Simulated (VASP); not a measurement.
# Mo2Ir (P6/mmm) in VASP: notebook, part 2 of 3

VASP 6.6.1.

### Step 4. Single point, PBE

This run uses another cell than the first one, of 14.45 Å³/atom.

The input, INCAR:

```
PREC = Accurate
ENCUT = 500
EDIFF = 1E-6
ISMEAR = 0
SIGMA = 0.1
LREAL = F
LASPH = T
NELM = 120
ALGO = Normal
ISIF = 2
LWAVE = F
LCHARG = T
GGA = PE
LELF = T
LVHAR = T
NBANDS = 26
GGA_COMPAT = F
```

The input, KPOINTS:

```
regular mesh
0
Gamma
  6 6 6
```

The input, POSCAR:

```
Mo2Ir
1.0
    4.2859954691      0.0000000000      0.0000000000
   -2.1429977345      3.7117809568      0.0000000000
    0.0000000000      0.0000000000      2.7245668190
Mo Ir
2 1
Direct
    0.3333333333      0.6666666667      0.5000000000
    0.6666666667      0.3333333333      0.5000000000
    0.0000000000      0.0000000000      0.0000000000
```

Potentials or basis: VASP PAW PBE potentials, release 64 (Mo_sv, Ir).

Run with:

```bash
$ cat potpaw_PBE.64/Mo_sv/POTCAR potpaw_PBE.64/Ir/POTCAR > POTCAR
$ mpirun -np 1 vasp_std > vasp.out
```

OUTCAR:

```text
PREC = Accurate
   ENCUT = 500
   EDIFF = 1E-6
   ISMEAR = 0
   LREAL = F
   LASPH = T
   NELM = 120
   ISIF = 2
   GGA = PE

 ion  position               nearest neighbor table
   1  0.333  0.667  0.500-   2 2.47   2 2.47   2 2.47   3 2.82   3 2.82   3 2.82   3 2.82   3 2.82
                             3 2.82
   2  0.667  0.333  0.500-   1 2.47   1 2.47   1 2.47   3 2.82   3 2.82   3 2.82   3 2.82   3 2.82
                             3 2.82
   3  0.000  0.000  0.000-   1 2.82   2 2.82   1 2.82   2 2.82   2 2.82   2 2.82   1 2.82   1 2.82
                             2 2.82   2 2.82   1 2.82   1 2.82

  LATTYP: Found a hexagonal cell.
 ALAT       =     4.2859954691
 C/A-ratio  =     0.6356905505

  Lattice vectors:

 A1 = (   4.2859954691,   0.0000000000,   0.0000000000)
 A2 = (  -2.1429977345,   3.7117809568,   0.0000000000)
 A3 = (   0.0000000000,   0.0000000000,   2.7245668190)

Analysis of symmetry for initial positions (statically):
=====================================================================
 Subroutine PRICEL returns:
 Original cell was already a primitive cell.

 Routine SETGRP: Setting up the symmetry group for a
 hexagonal supercell.

 Subroutine GETGRP returns: Found 24 space group operations
 (whereof 24 operations were pure point group operations)
 out of a pool of 24 trial point group operations.

The static configuration has the point symmetry D_6h.

Analysis of symmetry for dynamics (positions and initial velocities):
=====================================================================
 Subroutine PRICEL returns:
 Original cell was already a primitive cell.

 Routine SETGRP: Setting up the symmetry group for a
 hexagonal supercell.

 Subroutine GETGRP returns: Found 24 space group operations
 (whereof 24 operations were pure point group operations)
 out of a pool of 24 trial point group operations.

The dynamic configuration has the point symmetry D_6h.

 Subroutine INISYM returns: Found 24 space group operations
 (whereof 24 operations are pure point group operations),
 and found     1 'primitive' translations

----------------------------------------------------------------------------------------

                                     Primitive cell

  volume of cell :      43.3443

  direct lattice vectors                    reciprocal lattice vectors
     4.285995469  0.000000000  0.000000000     0.233318025  0.134706225  0.000000000
    -2.142997735  3.711780957  0.000000000     0.000000000  0.269412450  0.000000000
     0.000000000  0.000000000  2.724566819     0.000000000  0.000000000  0.367030822

  length of vectors
     4.285995469  4.285995469  2.724566819     0.269412450  0.269412450  0.367030822

  position of ions in fractional coordinates (direct lattice)
     0.333333333  0.666666667  0.500000000
     0.666666667  0.333333333  0.500000000
     0.000000000  0.000000000  0.000000000

  ion indices of the primitive-cell ions
   primitive index   ion index
                 1           1
                 2           2
                 3           3

----------------------------------------------------------------------------------------

 KPOINTS: regular mesh

Automatic generation of k-mesh.
 Grid dimensions read from file:
 generate k-points for:    6    6    6

 Generating k-lattice:

  Cartesian coordinates                     Fractional coordinates (reciprocal lattice)
     0.038886338  0.022451037  0.000000000     0.166666667  0.000000000  0.000000000
     0.000000000  0.044902075  0.000000000     0.000000000  0.166666667  0.000000000
     0.000000000  0.000000000  0.061171804     0.000000000  0.000000000  0.166666667

  Length of vectors
     0.044902075  0.044902075  0.061171804

  Shift w.r.t. Gamma in fractional coordinates (k-lattice)
     0.000000000  0.000000000  0.000000000

 Subroutine IBZKPT returns following result:
 ===========================================

 Found     28 irreducible k-points:

 Following reciprocal coordinates:
            Coordinates               Weight
  0.000000  0.000000  0.000000      1.000000
  0.166667 -0.000000  0.000000      6.000000
  0.333333  0.000000  0.000000      6.000000
  0.500000  0.000000  0.000000      3.000000
  0.166667  0.166667  0.000000      6.000000
  0.333333  0.166667  0.000000     12.000000
[... 16 lines left out ...]
  0.166667 -0.000000  0.500000      6.000000
  0.333333  0.000000  0.500000      6.000000
 [... further k-points ...]
   k-points           NKPTS =     28   k-points in BZ     NKDIM =     28   number of bands    NBANDS=     26
   number of dos      NEDOS =    301   number of ions     NIONS =      3
   total plane-waves  NPLWV =  20480
   dimension x,y,z NGX =    32 NGY =   32 NGZ =   20
   dimension x,y,z NGXF=    64 NGYF=   64 NGZF=   40
   ions per type =               2   1
   NGX,Y,Z   is equivalent  to a cutoff of  12.41, 12.41, 12.20 a.u.
   NGXF,Y,Z  is equivalent  to a cutoff of  24.82, 24.82, 24.41 a.u.
 SYSTEM =  unknown system
   PREC   = accura    normal or accurate (medium, high low for compatibility)
   ISTART =      0    job   : 0-new  1-cont  2-samecut
   ICHARG =      2    charge: 1-file 2-atom 10-const
   ISPIN  =      1    spin polarized calculation?
   LNONCOLLINEAR =      F non collinear calculations
   LSORBIT =      F    spin-orbit coupling
   LASPH  =      T    aspherical Exc in radial PAW
   ENCUT  =  500.0 eV  36.75 Ry    6.06 a.u.   7.81  7.81  4.97*2*pi/ulx,y,z
   NELM   =    120;   NELMIN=  2; NELMDL= -5     # of ELM steps
   EDIFF  = 0.1E-05   stopping-criterion for ELM
   LREAL  =      F    real-space projection
   EDIFFG = 0.1E-04   stopping-criterion for IOM
   NSW    =      0    number of steps for IOM
   IBRION =     -1    ionic relax: 0-MD 1-quasi-New 2-CG
   NFREE  =      0    steps in history (QN), initial steepest desc. (CG)
   ISIF   =      2    stress and relaxation
   ISYM   =      2    0-nonsym 1-usesym 2-fastsym
   POTIM  = 0.5000    time-step for ionic-motion
   TEBEG  =    0.0;   TEEND  =   0.0 temperature during run
   PSTRESS=    0.0 pullay stress
   NELECT =      37.0000    total number of electrons
   NUPDOWN=      -1.0000    fix difference up-down
   EMIN   =  10.00;   EMAX   =-10.00  energy-range for DOS
   EFERMI =   0.00;   METHOD = LEGACY
   ISMEAR =     0;   SIGMA  =   0.10  broadening in eV -4-tet -1-fermi 0-gaus
   EFERMI_NEDOS =   21; number of points for ismear=-14 and -15
   IALGO  =     38    algorithm
   IMIX   =      4    mixing-type and parameters
     AMIX     =   0.40;   BMIX     =  1.00
     AMIX_MAG =   1.60;   BMIX_MAG =  1.00
  volume/ion in A,a.u.               =      14.45        97.50
  Fermi-wavevector in a.u.,A,eV,Ry     =   1.552977  2.934700 32.813663  2.411736
  Thomas-Fermi vector in A             =   2.657274
   LORBIT       =      0    0 simple, 1 ext, 2 COOP (PROOUT), +10 PAW based schemes
   GGA     = PE    functional components
   LHFCALC =     F    Hartree Fock is set to
   AEXX    =    0.0000 exact exchange contribution
   IVDW    =     0    specifies the selected vdW correction
   LEPSILON=     F    determine dielectric tensor
   LRPA    =     F    only Hartree local field effects (RPA)
 non-spin polarized calculation
 Gauss-broadening in eV      SIGMA  =   0.10
  energy-cutoff  :      500.00
  volume of cell :       43.34
 maximum number of plane-waves:      1113
 NGX is ok and might be reduce to    32
   NGX = 15   NGY = 15   NGZ =  9

 number of electron      36.9999999 magnetization

 Free energy of the ion-electron system (eV)
  ---------------------------------------------------
  ext. energy  EPLUGINS =         0.00000000
  ---------------------------------------------------
  free energy    TOTEN  =       -30.34179029 eV

  energy without entropy =      -30.32751644  energy(sigma->0) =      -30.33465336

 E-fermi :  12.2512     XC(G=0): -13.8147

 val. band max:       12.2088381265   @ k =   0.0000   0.0000   0.3333
 cond. band min:      12.2678933275   @ k =   0.1667  -0.0000   0.1667
 fundamental gap:      0.0590552011
 Fermi energy:        12.2511609941

 k-point     1 :       0.0000    0.0000    0.0000
  band No.  band energies     occupation
      1     -48.5593      2.00000
      2     -48.0650      2.00000
      3     -23.2116      2.00000
      4     -23.2116      2.00000
      5     -22.1469      2.00000
      6     -21.7999      2.00000
[... 685 lines left out ...]
     25      18.8853      0.00000
     26      20.2611      0.00000

 [... further k-points ...]

------------------------ aborting loop because EDIFF is reached ----------------------------------------

  FORCE on cell =-STRESS in cart. coord.  units (eV):
  Direction    XX          YY          ZZ          XY          YZ          ZX
  --------------------------------------------------------------------------------------
  -------------------------------------------------------------------------------------
  Total        7.3899467      7.3899467      2.1026691      0.0000000     -0.0000000      0.0000000
  in kB      273.1620592    273.1620592     77.7230814      0.0000000     -0.0000000      0.0000000
  external PRESSURE =     208.0157333 kB  Pullay stress =       0.0000000 kB

 VOLUME and BASIS-vectors are now :
 -----------------------------------------------------------------------------
  energy-cutoff  :      500.00
  volume of cell :       43.34
      direct lattice vectors                 reciprocal lattice vectors
     4.285995469  0.000000000  0.000000000     0.233318025  0.134706225  0.000000000
    -2.142997735  3.711780957  0.000000000     0.000000000  0.269412450  0.000000000
     0.000000000  0.000000000  2.724566819     0.000000000  0.000000000  0.367030822

 POSITION                                       TOTAL-FORCE (eV/Angst)
 -----------------------------------------------------------------------------------
     -0.00000      2.47452      1.36228         0.000000     -0.000000      0.000000
      2.14300      1.23726      1.36228        -0.000000      0.000000      0.000000
      0.00000      0.00000      0.00000         0.000000      0.000000      0.000000
 -----------------------------------------------------------------------------------
    total drift:                               -0.000000      0.000000      0.000000

  FREE ENERGIE OF THE ION-ELECTRON SYSTEM (eV)
  ---------------------------------------------------
  free  energy   TOTEN  =       -30.3417902851 eV

  energy  without entropy=      -30.3275164442  energy(sigma->0) =      -30.33465336
```

OSZICAR:

```text
N       E                     dE             d eps       ncg     rms          rms(c)
DAV:   1     0.422533428975E+03    0.42253E+03   -0.20784E+04  1480   0.142E+03
DAV:   2    -0.166763860709E+02   -0.43921E+03   -0.42463E+03  1550   0.465E+02
DAV:   3    -0.317246565442E+02   -0.15048E+02   -0.14378E+02  1774   0.918E+01
DAV:   4    -0.320194184179E+02   -0.29476E+00   -0.29293E+00  1592   0.120E+01
DAV:   5    -0.320231658808E+02   -0.37475E-02   -0.37465E-02  1650   0.157E+00    0.278E+01
DAV:   6    -0.308703083515E+02    0.11529E+01   -0.59409E+00  1806   0.207E+01    0.118E+01
DAV:   7    -0.307133055161E+02    0.15700E+00   -0.35404E+00  1822   0.172E+01    0.534E+00
DAV:   8    -0.303473650650E+02    0.36594E+00   -0.13441E+00  1904   0.896E+00    0.852E-01
DAV:   9    -0.303424100729E+02    0.49550E-02   -0.27741E-02  1668   0.140E+00    0.285E-01
DAV:  10    -0.303417876398E+02    0.62243E-03   -0.14851E-03  2006   0.357E-01    0.967E-02
DAV:  11    -0.303417991013E+02   -0.11462E-04   -0.21630E-04  1896   0.101E-01    0.263E-02
DAV:  12    -0.303417909161E+02    0.81852E-05   -0.57580E-05  1802   0.708E-02    0.744E-03
DAV:  13    -0.303417902851E+02    0.63105E-06   -0.24947E-06  1004   0.152E-02
   1 F= -.30341790E+02 E0= -.30334653E+02  d E =-.142738E-01
```

stdout:

```text
POSCAR found type information on POSCAR MoIr
 POSCAR found :  2 types and       3 ions
 scaLAPACK will be used
 LDA part: xc-table for (Slater+PW92), standard interpolation
 POSCAR, INCAR and KPOINTS ok, starting setup
 FFT: planning ... GRIDC
 FFT: planning ... GRID_SOFT
 FFT: planning ... GRID
 WAVECAR not read
 entering main loop
```

Run time: 51 s. Hardware: 1 thread of Intel Xeon 8259CL, shared host; peak memory 0.17 GiB.

What came out:

* Free energy: -30.3418 eV
* Pressure: 20.8 GPa
* Band gap on the k mesh: zero (an odd number of electrons rules out a gap without spin polarisation)

Levels at points of the mesh, in eV from the Fermi level:
```
           k point  band 14  band 15  band 16  band 17  band 18  band 19  band 20  band 21  band 22  band 23
(0.00, 0.00, 0.00)    -2.29    -2.16    -1.78    -1.51    -1.51    -0.46    -0.46     0.53     0.53     4.11
(0.50, 0.00, 0.00)    -2.97    -2.63    -2.20    -1.67    -1.30     0.79     1.04     1.82     1.90     3.03
(0.00, 0.00, 0.50)    -3.82    -0.52    -0.52     0.11     0.11     1.28     1.28     3.21     3.23     3.23
(0.50, 0.00, 0.50)    -3.16    -2.60    -2.08    -0.63     0.59     0.90     1.50     2.81     2.84     4.46
```

Caveat: the k points lie up to 0.38 Å⁻¹ apart, too coarse for converged energies and pressures of a metal; spin-orbit coupling is left out, which moves the levels of the heavy elements.

### Step 5. Single point, PBE

The input, INCAR:

```
PREC = Accurate
ENCUT = 500
EDIFF = 1E-6
ISMEAR = 0
SIGMA = 0.1
LREAL = False
LASPH = True
NELM = 120
ALGO = Normal
ISIF = 2
LWAVE = False
LCHARG = True
GGA = PE
LELF = True
LVHAR = True
NBANDS = 26
GGA_COMPAT = False
```

KPOINTS is that of step 4.

The input, POSCAR:

```
Mo2Ir
1.0
    4.4250243399      0.0000000000      0.0000000000
   -2.2125121699      3.8321834907      0.0000000000
    0.0000000000      0.0000000000      2.7176891588
Mo Ir
2 1
Direct
    0.3333333333      0.6666666667      0.5000000000
    0.6666666667      0.3333333333      0.5000000000
    0.0000000000      0.0000000000      0.0000000000
```

Potentials or basis: VASP PAW PBE potentials, release 64 (Mo_sv, Ir).

Run with:

```bash
$ cat potpaw_PBE.64/Mo_sv/POTCAR potpaw_PBE.64/Ir/POTCAR > POTCAR
$ mpirun -np 1 vasp_std > vasp.out
```

OUTCAR:

```text
PREC = Accurate
   ENCUT = 500
   EDIFF = 1E-6
   ISMEAR = 0
   LREAL = False
   LASPH = True
   NELM = 120
   ISIF = 2
   GGA = PE

 ion  position               nearest neighbor table
   1  0.333  0.667  0.500-   2 2.55   2 2.55   2 2.55   3 2.89   3 2.89   3 2.89   3 2.89   3 2.89
                             3 2.89
   2  0.667  0.333  0.500-   1 2.55   1 2.55   1 2.55   3 2.89   3 2.89   3 2.89   3 2.89   3 2.89
                             3 2.89
   3  0.000  0.000  0.000-   1 2.89   2 2.89   1 2.89   2 2.89   1 2.89   1 2.89   2 2.89   2 2.89
                             2 2.89   2 2.89   1 2.89   1 2.89

[... 888 lines left out ...]

 [... further k-points ...]
[... 5 lines left out ...]
  --------------------------------------------------------------------------------------
  -------------------------------------------------------------------------------------
  Total        0.1492215      0.1492215      0.1203210      0.0000000      0.0000000      0.0000000
  in kB        5.1877640      5.1877640      4.1830226      0.0000000      0.0000000      0.0000000
  external PRESSURE =       4.8528502 kB  Pullay stress =       0.0000000 kB

 VOLUME and BASIS-vectors are now :
 -----------------------------------------------------------------------------
  energy-cutoff  :      500.00
  volume of cell :       46.09
      direct lattice vectors                 reciprocal lattice vectors
     4.425024340  0.000000000  0.000000000     0.225987458  0.130473919  0.000000000
    -2.212512170  3.832183491  0.000000000     0.000000000  0.260947839  0.000000000
     0.000000000  0.000000000  2.717689159     0.000000000  0.000000000  0.367959668

 POSITION                                       TOTAL-FORCE (eV/Angst)
 -----------------------------------------------------------------------------------
     -0.00000      2.55479      1.35884         0.000000     -0.000000      0.000000
      2.21251      1.27739      1.35884        -0.000000      0.000000      0.000000
      0.00000      0.00000      0.00000        -0.000000      0.000000      0.000000
 -----------------------------------------------------------------------------------
    total drift:                               -0.000000      0.000000      0.000000

  FREE ENERGIE OF THE ION-ELECTRON SYSTEM (eV)
  ---------------------------------------------------
  free  energy   TOTEN  =       -30.5776975193 eV

  energy  without entropy=      -30.5661140416  energy(sigma->0) =      -30.57190578
```

Wall time 52 s (1 thread of Intel Xeon 8259CL, shared host); peak memory 0.17 GiB.

Results:

* Free energy: -30.5777 eV
* Pressure: 0.5 GPa
* Band gap on the k mesh: zero (an odd number of electrons rules out a gap without spin polarisation)

Caveat: the k points lie up to 0.39 Å⁻¹ apart, too coarse for converged energies and pressures of a metal; spin-orbit coupling is left out, which moves the levels of the heavy elements.

(Continued in part 3 of 3.)

The gap in the log of VASP goes by the Fermi energy; the results here count the filled bands.